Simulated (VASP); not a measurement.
# Zn4Se (P-43m) in VASP: further runs

Runs on Zn4Se. Level: PBE. Tasks: single point.

Program: VASP 6.6.1. These are calculated values, not measurements. Logs are shortened: lines on timing, memory, paths and dates and some standing lists are left out, and cuts for length are marked.

**1. The cell of the first run**

It takes space group P-43m (No. 215, cubic). The conventional cell has a = 4.560 Å, b = 4.560 Å, c = 4.560 Å, α = 90.00°, β = 90.00°, γ = 90.00°. Zn (site symmetry 3m) has 1 Se at 1.97 Å within 2.6 Å. Se (site symmetry -43m) has 4 Zn at 1.97 Å within 2.6 Å.

**2. Single point, PBE**

The input, INCAR:

```
ALGO     = Normal         # electronic algorithm
EDIFF    = 1E-6           # SCF threshold, eV
ENCUT    = 520            # plane-wave cutoff, eV
GGA      = PE             # functional
ISIF     = 2              # what is computed and relaxed
ISMEAR   = 0              # smearing method
LASPH    = T              # aspherical terms in the spheres
LCHARG   = F              # write CHGCAR
LREAL    = F              # projectors in reciprocal space
LWAVE    = F              # write WAVECAR
NBANDS   = 35             # bands
NELM     = 100            # most SCF steps
PREC     = Accurate       # precision mode
SIGMA    = 0.1            # smearing width, eV
```

The input, KPOINTS:

```
k-points
0
Gamma
  4 4 4
```

The input, POSCAR:

```
Zn4Se
1.0
    4.5604492300      0.0000000000      0.0000000000
    0.0000000000      4.5604492300      0.0000000000
    0.0000000000      0.0000000000      4.5604492300
Zn Se
4 1
Direct
    0.2500000000      0.2500000000      0.2500000000
    0.7500000000      0.7500000000      0.2500000000
    0.2500000000      0.7500000000      0.7500000000
    0.7500000000      0.2500000000      0.7500000000
    0.0000000000      0.0000000000      0.0000000000
```

Potentials or basis: VASP PAW PBE potentials, release 64 (Zn, Se).

On the command line:

```sh
$ cat potpaw_PBE.64/Zn/POTCAR potpaw_PBE.64/Se/POTCAR > POTCAR
$ mpirun -np 1 vasp_std > vasp.out
```

OUTCAR:

```text
EDIFF = 1E-6
   ENCUT = 520
   GGA = PE
   ISIF = 2
   ISMEAR = 0
   LASPH = T
   LREAL = F
   NELM = 100
   PREC = Accurate

 ion  position               nearest neighbor table
   1  0.250  0.250  0.250-   5 1.97
   2  0.750  0.750  0.250-   5 1.97
   3  0.250  0.750  0.750-   5 1.97
   4  0.750  0.250  0.750-   5 1.97
   5  0.000  0.000  0.000-   1 1.97   2 1.97   3 1.97   4 1.97

  LATTYP: Found a simple cubic cell.
 ALAT       =     4.5604492300

  Lattice vectors:

 A1 = (   4.5604492300,   0.0000000000,   0.0000000000)
 A2 = (   0.0000000000,   4.5604492300,   0.0000000000)
 A3 = (   0.0000000000,   0.0000000000,   4.5604492300)

Analysis of symmetry for initial positions (statically):
=====================================================================
 Subroutine PRICEL returns:
 Original cell was already a primitive cell.

 Routine SETGRP: Setting up the symmetry group for a
 simple cubic supercell.

 Subroutine GETGRP returns: Found 24 space group operations
 (whereof 24 operations were pure point group operations)
 out of a pool of 48 trial point group operations.

The static configuration has the point symmetry T_d .

Analysis of symmetry for dynamics (positions and initial velocities):
=====================================================================
 Subroutine PRICEL returns:
 Original cell was already a primitive cell.

 Routine SETGRP: Setting up the symmetry group for a
 simple cubic supercell.

 Subroutine GETGRP returns: Found 24 space group operations
 (whereof 24 operations were pure point group operations)
 out of a pool of 48 trial point group operations.

The dynamic configuration has the point symmetry T_d .

 Subroutine INISYM returns: Found 24 space group operations
 (whereof 24 operations are pure point group operations),
 and found     1 'primitive' translations

----------------------------------------------------------------------------------------

                                     Primitive cell

  volume of cell :      94.8468

  direct lattice vectors                    reciprocal lattice vectors
     4.560449230  0.000000000  0.000000000     0.219276643  0.000000000  0.000000000
     0.000000000  4.560449230  0.000000000     0.000000000  0.219276643  0.000000000
     0.000000000  0.000000000  4.560449230     0.000000000  0.000000000  0.219276643

  length of vectors
     4.560449230  4.560449230  4.560449230     0.219276643  0.219276643  0.219276643

  position of ions in fractional coordinates (direct lattice)
     0.250000000  0.250000000  0.250000000
     0.750000000  0.750000000  0.250000000
     0.250000000  0.750000000  0.750000000
     0.750000000  0.250000000  0.750000000
     0.000000000  0.000000000  0.000000000

  ion indices of the primitive-cell ions
   primitive index   ion index
                 1           1
                 2           2
                 3           3
                 4           4
                 5           5

----------------------------------------------------------------------------------------

 KPOINTS: k-points

Automatic generation of k-mesh.
 Grid dimensions read from file:
 generate k-points for:    4    4    4

 Generating k-lattice:

  Cartesian coordinates                     Fractional coordinates (reciprocal lattice)
     0.054819161  0.000000000  0.000000000     0.250000000  0.000000000  0.000000000
     0.000000000  0.054819161  0.000000000     0.000000000  0.250000000  0.000000000
     0.000000000  0.000000000  0.054819161     0.000000000  0.000000000  0.250000000

  Length of vectors
     0.054819161  0.054819161  0.054819161

  Shift w.r.t. Gamma in fractional coordinates (k-lattice)
     0.000000000  0.000000000  0.000000000

 Subroutine IBZKPT returns following result:
 ===========================================

 Found     10 irreducible k-points:

 Following reciprocal coordinates:
            Coordinates               Weight
  0.000000  0.000000  0.000000      1.000000
  0.250000  0.000000  0.000000      6.000000
  0.500000  0.000000  0.000000      3.000000
  0.250000  0.250000  0.000000     12.000000
  0.500000  0.250000  0.000000     12.000000
  0.500000  0.500000  0.000000      3.000000
  0.250000  0.250000  0.250000      8.000000
  0.500000  0.250000  0.250000     12.000000
  0.500000  0.500000  0.250000      6.000000
  0.500000  0.500000  0.500000      1.000000
   k-points           NKPTS =     10   k-points in BZ     NKDIM =     10   number of bands    NBANDS=     35
   number of dos      NEDOS =    301   number of ions     NIONS =      5
   total plane-waves  NPLWV =  46656
   dimension x,y,z NGX =    36 NGY =   36 NGZ =   36
   dimension x,y,z NGXF=    72 NGYF=   72 NGZF=   72
   ions per type =               4   1
   NGX,Y,Z   is equivalent  to a cutoff of  13.12, 13.12, 13.12 a.u.
   NGXF,Y,Z  is equivalent  to a cutoff of  26.25, 26.25, 26.25 a.u.
 SYSTEM =  unknown system
   PREC   = accura    normal or accurate (medium, high low for compatibility)
   ISTART =      0    job   : 0-new  1-cont  2-samecut
   ICHARG =      2    charge: 1-file 2-atom 10-const
   ISPIN  =      1    spin polarized calculation?
   LNONCOLLINEAR =      F non collinear calculations
   LSORBIT =      F    spin-orbit coupling
   LASPH  =      T    aspherical Exc in radial PAW
   ENCUT  =  520.0 eV  38.22 Ry    6.18 a.u.   8.48  8.48  8.48*2*pi/ulx,y,z
   NELM   =    100;   NELMIN=  2; NELMDL= -5     # of ELM steps
   EDIFF  = 0.1E-05   stopping-criterion for ELM
   LREAL  =      F    real-space projection
   EDIFFG = 0.1E-04   stopping-criterion for IOM
   NSW    =      0    number of steps for IOM
   IBRION =     -1    ionic relax: 0-MD 1-quasi-New 2-CG
   NFREE  =      0    steps in history (QN), initial steepest desc. (CG)
   ISIF   =      2    stress and relaxation
   ISYM   =      2    0-nonsym 1-usesym 2-fastsym
   POTIM  = 0.5000    time-step for ionic-motion
   TEBEG  =    0.0;   TEEND  =   0.0 temperature during run
   PSTRESS=    0.0 pullay stress
   NELECT =      54.0000    total number of electrons
   NUPDOWN=      -1.0000    fix difference up-down
   EMIN   =  10.00;   EMAX   =-10.00  energy-range for DOS
   EFERMI =   0.00;   METHOD = LEGACY
   ISMEAR =     0;   SIGMA  =   0.10  broadening in eV -4-tet -1-fermi 0-gaus
   EFERMI_NEDOS =   21; number of points for ismear=-14 and -15
   IALGO  =     38    algorithm
   IMIX   =      4    mixing-type and parameters
     AMIX     =   0.40;   BMIX     =  1.00
     AMIX_MAG =   1.60;   BMIX_MAG =  1.00
  volume/ion in A,a.u.               =      18.97       128.01
  Fermi-wavevector in a.u.,A,eV,Ry     =   1.356850  2.564074 25.048891  1.841042
  Thomas-Fermi vector in A             =   2.483818
   LORBIT       =      0    0 simple, 1 ext, 2 COOP (PROOUT), +10 PAW based schemes
   GGA     = PE    functional components
   LHFCALC =     F    Hartree Fock is set to
   AEXX    =    0.0000 exact exchange contribution
   IVDW    =     0    specifies the selected vdW correction
   LEPSILON=     F    determine dielectric tensor
   LRPA    =     F    only Hartree local field effects (RPA)
 non-spin polarized calculation
 Gauss-broadening in eV      SIGMA  =   0.10
  energy-cutoff  :      520.00
  volume of cell :       94.85
 maximum number of plane-waves:      2562
 NGX is ok and might be reduce to    36
   NGX = 17   NGY = 17   NGZ = 17

 number of electron      54.0000051 magnetization

 Free energy of the ion-electron system (eV)
  ---------------------------------------------------
  ext. energy  EPLUGINS =         0.00000000
  ---------------------------------------------------
  free energy    TOTEN  =        -0.83634008 eV

  energy without entropy =       -0.82898737  energy(sigma->0) =       -0.83266373

 E-fermi :   3.0305     XC(G=0): -10.3103

 val. band max:        2.9744867901   @ k =   0.5000   0.5000   0.2500
 cond. band min:       3.1292728740   @ k =   0.5000   0.5000   0.0000
 fundamental gap:      0.1547860839
 Fermi energy:         3.0304870328

 k-point     1 :       0.0000    0.0000    0.0000
  band No.  band energies     occupation
      1     -14.3134      2.00000
      2      -6.6536      2.00000
      3      -6.6536      2.00000
      4      -6.6536      2.00000
      5      -5.3733      2.00000
      6      -5.3733      2.00000
[... 27 lines left out ...]
     34       8.3671      0.00000
     35       9.2757      0.00000

 k-point     2 :       0.2500    0.0000    0.0000
  band No.  band energies     occupation
      1     -14.2676      2.00000
      2      -6.7850      2.00000
      3      -6.6063      2.00000
      4      -6.6063      2.00000
      5      -5.3374      2.00000
      6      -5.3304      2.00000
[... 27 lines left out ...]
     34       8.9144      0.00000
     35       9.9653      0.00000

 k-point     3 :       0.5000    0.0000    0.0000
  band No.  band energies     occupation
      1     -14.2205      2.00000
      2      -6.9204      2.00000
      3      -6.5570      2.00000
      4      -6.5570      2.00000
      5      -5.3265      2.00000
      6      -5.2774      2.00000
[... 27 lines left out ...]
     34       8.8651      0.00000
     35       9.3814      0.00000
[... 191 lines left out ...]
 k-point     9 :       0.5000    0.5000    0.2500
  band No.  band energies     occupation
      1     -14.1167      2.00000
      2      -6.7002      2.00000
      3      -6.7002      2.00000
      4      -6.6649      2.00000
      5      -5.3064      2.00000
      6      -5.2720      2.00000
[... 27 lines left out ...]
     34       9.9474      0.00000
     35      10.0046      0.00000

 k-point    10 :       0.5000    0.5000    0.5000
  band No.  band energies     occupation
      1     -14.0864      2.00000
      2      -6.7018      2.00000
      3      -6.7018      2.00000
      4      -6.7018      2.00000
      5      -5.3059      2.00000
      6      -5.3059      2.00000
[... 27 lines left out ...]
     34      10.7290      0.00000
     35      12.4562      0.00000

------------------------ aborting loop because EDIFF is reached ----------------------------------------

  FORCE on cell =-STRESS in cart. coord.  units (eV):
  Direction    XX          YY          ZZ          XY          YZ          ZX
  --------------------------------------------------------------------------------------
  -------------------------------------------------------------------------------------
  Total       17.6379344     17.6379344     17.6379344     -0.0000000     -0.0000000      0.0000000
  in kB      297.9445391    297.9445391    297.9445391     -0.0000000     -0.0000000      0.0000000
  external PRESSURE =     297.9445391 kB  Pullay stress =       0.0000000 kB

 VOLUME and BASIS-vectors are now :
 -----------------------------------------------------------------------------
  energy-cutoff  :      520.00
  volume of cell :       94.85
      direct lattice vectors                 reciprocal lattice vectors
     4.560449230  0.000000000  0.000000000     0.219276643  0.000000000  0.000000000
     0.000000000  4.560449230  0.000000000     0.000000000  0.219276643  0.000000000
     0.000000000  0.000000000  4.560449230     0.000000000  0.000000000  0.219276643

 POSITION                                       TOTAL-FORCE (eV/Angst)
 -----------------------------------------------------------------------------------
      1.14011      1.14011      1.14011         5.333922      5.333922      5.333922
      3.42034      3.42034      1.14011        -5.333922     -5.333922      5.333922
      1.14011      3.42034      3.42034         5.333922     -5.333922     -5.333922
      3.42034      1.14011      3.42034        -5.333922      5.333922     -5.333922
      0.00000      0.00000      0.00000         0.000000      0.000000      0.000000
 -----------------------------------------------------------------------------------
    total drift:                                0.000000      0.000000      0.000000

  FREE ENERGIE OF THE ION-ELECTRON SYSTEM (eV)
  ---------------------------------------------------
  free  energy   TOTEN  =        -0.8363400783 eV

  energy  without entropy=       -0.8289873722  energy(sigma->0) =       -0.83266373
```

Wall time 13 s (1 thread of Intel Xeon 6975P-C (Granite Rapids), shared host); peak memory 0.21 GiB.

Results:

```yaml
Free_energy: -0.8363 eV
Pressure: 29.8 GPa
Band_gap_on_the_k_mesh: zero (band 27 reaches 3.30 eV, above the bottom of band 28 at 1.00 eV)
```

Levels at points of the mesh, in eV from the Fermi level:
| k point | band 25 | band 26 | band 27 | band 28 | band 29 | band 30 |
| --- | --- | --- | --- | --- | --- | --- |
| (0.00, 0.00, 0.00) | -5.00 | -1.42 | -1.42 | 2.02 | 2.02 | 2.02 |
| (0.50, 0.00, 0.00) | -2.99 | -2.44 | 0.27 | 1.03 | 1.03 | 1.28 |
| (0.50, 0.50, 0.00) | -3.98 | -0.43 | 0.10 | 0.10 | 2.02 | 2.02 |
| (0.50, 0.50, 0.50) | -2.61 | -2.61 | -2.61 | -2.03 | 3.63 | 3.63 |

**3. Single point, PBE**

This run uses another cell than the first one, of 19.99 Å³/atom, 1.054 times its volume.

The input, INCAR:

```
SYSTEM = Zn4Se
ALGO = Normal ; EDIFF = 1E-6
ENCUT = 520 ; GGA = PE
ISIF = 2 ; ISMEAR = 0
LASPH = .True. ; LCHARG = .False.
LREAL = .False. ; LWAVE = .False.
NBANDS = 35 ; NELM = 80
PREC = Accurate ; SIGMA = 0.1
```

The input, KPOINTS:

```
k-points
0
Gamma
  4 4 4
  0 0 0
```

The input, POSCAR:

```
Zn4Se
1.0
    4.6408527061      0.0000000000      0.0000000000
    0.0000000000      4.6408527061      0.0000000000
    0.0000000000      0.0000000000      4.6408527061
Zn Se
4 1
Direct
    0.3033772616      0.3033772616      0.3033772616
    0.6966227384      0.6966227384      0.3033772616
    0.3033772616      0.6966227384      0.6966227384
    0.6966227384      0.3033772616      0.6966227384
    0.0000000000      0.0000000000      0.0000000000
```

Potentials or basis: VASP PAW PBE potentials, release 64 (Zn, Se).

On the command line:

```sh
$ cat potpaw_PBE.64/Zn/POTCAR potpaw_PBE.64/Se/POTCAR > POTCAR
$ mpirun -np 1 vasp_std > vasp.out
```

OUTCAR:

```text
SYSTEM = Zn4Se
   EDIFF = 1E-6
   ENCUT = 520
   GGA = PE
   ISIF = 2
   ISMEAR = 0
   LASPH = .True.
   LREAL = .False.
   NELM = 80
   PREC = Accurate

 ion  position               nearest neighbor table
   1  0.303  0.303  0.303-   5 2.44   3 2.58   4 2.58   2 2.58
   2  0.697  0.697  0.303-   5 2.44   3 2.58   4 2.58   1 2.58
   3  0.303  0.697  0.697-   5 2.44   2 2.58   4 2.58   1 2.58
   4  0.697  0.303  0.697-   5 2.44   2 2.58   3 2.58   1 2.58
[... 568 lines left out ...]
  --------------------------------------------------------------------------------------
  -------------------------------------------------------------------------------------
  Total        0.1314597      0.1314597      0.1314597     -0.0000000      0.0000000      0.0000000
  in kB        2.1072201      2.1072201      2.1072201     -0.0000000      0.0000000      0.0000000
  external PRESSURE =       2.1072201 kB  Pullay stress =       0.0000000 kB

 VOLUME and BASIS-vectors are now :
 -----------------------------------------------------------------------------
  energy-cutoff  :      520.00
  volume of cell :       99.95
      direct lattice vectors                 reciprocal lattice vectors
     4.640852706  0.000000000  0.000000000     0.215477642  0.000000000  0.000000000
     0.000000000  4.640852706  0.000000000     0.000000000  0.215477642  0.000000000
     0.000000000  0.000000000  4.640852706     0.000000000  0.000000000  0.215477642

 POSITION                                       TOTAL-FORCE (eV/Angst)
 -----------------------------------------------------------------------------------
      1.40793      1.40793      1.40793        -0.004097     -0.004097     -0.004097
      3.23292      3.23292      1.40793         0.004097      0.004097     -0.004097
      1.40793      3.23292      3.23292        -0.004097      0.004097      0.004097
      3.23292      1.40793      3.23292         0.004097     -0.004097      0.004097
      0.00000      0.00000      0.00000         0.000000      0.000000      0.000000
 -----------------------------------------------------------------------------------
    total drift:                               -0.000000     -0.000000     -0.000000

  FREE ENERGIE OF THE ION-ELECTRON SYSTEM (eV)
  ---------------------------------------------------
  free  energy   TOTEN  =        -7.5799029193 eV

  energy  without entropy=       -7.5587522418  energy(sigma->0) =       -7.56932758
```

OSZICAR:

```text
N       E                     dE             d eps       ncg     rms          rms(c)
DAV:   1     0.346628783889E+03    0.34663E+03   -0.26440E+04   700   0.211E+03
DAV:   2     0.207334822827E+02   -0.32590E+03   -0.31733E+03   700   0.415E+02
DAV:   3    -0.734449237279E+01   -0.28078E+02   -0.27628E+02   784   0.121E+02
DAV:   4    -0.808212688064E+01   -0.73763E+00   -0.73445E+00   775   0.180E+01
DAV:   5    -0.808734892293E+01   -0.52220E-02   -0.52211E-02   777   0.129E+00    0.678E+00
DAV:   6    -0.758694222521E+01    0.50041E+00   -0.18928E+00   865   0.229E+01    0.489E+00
DAV:   7    -0.758563312562E+01    0.13091E-02   -0.37855E-01   739   0.414E+00    0.212E+00
DAV:   8    -0.758001725126E+01    0.56159E-02   -0.13196E-02   784   0.776E-01    0.587E-01
DAV:   9    -0.757988553263E+01    0.13172E-03   -0.33065E-03   753   0.391E-01    0.832E-02
DAV:  10    -0.757988656298E+01   -0.10304E-05   -0.40187E-04   853   0.148E-01    0.408E-02
DAV:  11    -0.757990274491E+01   -0.16182E-04   -0.11109E-04   745   0.590E-02    0.150E-02
DAV:  12    -0.757990323697E+01   -0.49205E-06   -0.11957E-05   889   0.324E-02    0.342E-03
DAV:  13    -0.757990291934E+01    0.31763E-06   -0.23300E-06   545   0.148E-02
   1 F= -.75799029E+01 E0= -.75693276E+01  d E =-.211507E-01
```

stdout:

```text
POSCAR found type information on POSCAR ZnSe
 POSCAR found :  2 types and       5 ions
 scaLAPACK will be used
 LDA part: xc-table for (Slater+PW92), standard interpolation
 POSCAR, INCAR and KPOINTS ok, starting setup
 FFT: planning ... GRIDC
 FFT: planning ... GRID_SOFT
 FFT: planning ... GRID
 WAVECAR not read
 entering main loop
```

Wall time 13 s (1 thread of Intel Xeon 6975P-C (Granite Rapids), shared host); peak memory 0.2 GiB.

What came out:

```yaml
Free_energy: -7.5799 eV
Pressure: 0.2 GPa
Largest_force: 0.007 eV/Å
Band_gap_on_the_k_mesh: zero (band 27 reaches 3.20 eV, above the bottom of band 28 at -0.42 eV)
```

Forces on the atoms (eV/Å):
```
Zn  -0.004 -0.004 -0.004
Zn   0.004  0.004 -0.004
Zn  -0.004  0.004  0.004
Zn   0.004 -0.004  0.004
Se   0.000  0.000  0.000
```
